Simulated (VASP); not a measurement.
## La2O3: single point with r2SCAN

La2O3:

```
CELL_PARAMETERS angstrom
3.86781 0.00000 0.00000
-1.93391 3.34962 0.00000
0.00000 0.00000 6.02147
ATOMIC_POSITIONS crystal
La 0.66667 0.33333 0.75683
La 0.33333 0.66667 0.24317
O 0.66667 0.33333 0.35371
O 0.33333 0.66667 0.64629
O 0.00000 0.00000 0.00000
```

This cell differs from its parent crystal: strain -1.7%.

```
Program             : VASP 6.6.1
Task                : single point
Functional          : r2SCAN
Potentials or basis : VASP PAW PBE potentials, release 64 (La, O)
Cutoff              : 520 eV
k mesh              : 12 × 12 × 4
Occupations         : gaussian, width 0.01 eV
Spin                : no spin polarisation
```

- Pressure: 6.9 GPa
- Largest force: 0.031 eV/Å
- Band gap on the k mesh: 4.31 eV (least direct gap 4.36 eV)

Forces on the atoms (eV/Å):
```
La   0.000  0.000 -0.031
La   0.000  0.000  0.031
O    0.000  0.000 -0.007
O    0.000  0.000  0.007
O    0.000  0.000  0.000
```

Stress tensor (GPa, compression positive):
```
7.65 0.00 0.00
0.00 7.65 0.00
0.00 0.00 5.42
```

Levels at points of the mesh, in eV from the valence-band top:
```tsv
k point	band 18	band 19	band 20	band 21	band 22	band 23
(0.00, 0.00, 0.00)	-0.49	-0.49	-0.19	4.96	5.16	5.16
(0.50, 0.00, 0.00)	-0.68	-0.44	-0.35	4.34	5.41	5.95
(0.00, 0.00, 0.50)	-0.92	-0.38	-0.38	5.34	5.34	5.40
(0.50, 0.00, 0.50)	-0.84	-0.34	-0.05	5.00	5.25	5.91
```

It took 7.9 min on 1 thread of AMD EPYC 9R45 (Zen 5), with other jobs on the host, peak memory 0.27 GiB.

Caveat: the cell differs from its parent crystal (strain -1.7%); the cell stands under pressure; the PAW data sets were made with another functional, which shifts forces and pressure a little; spin-orbit coupling is left out, which moves the levels of the heavy elements. A k mesh can miss the band edges.
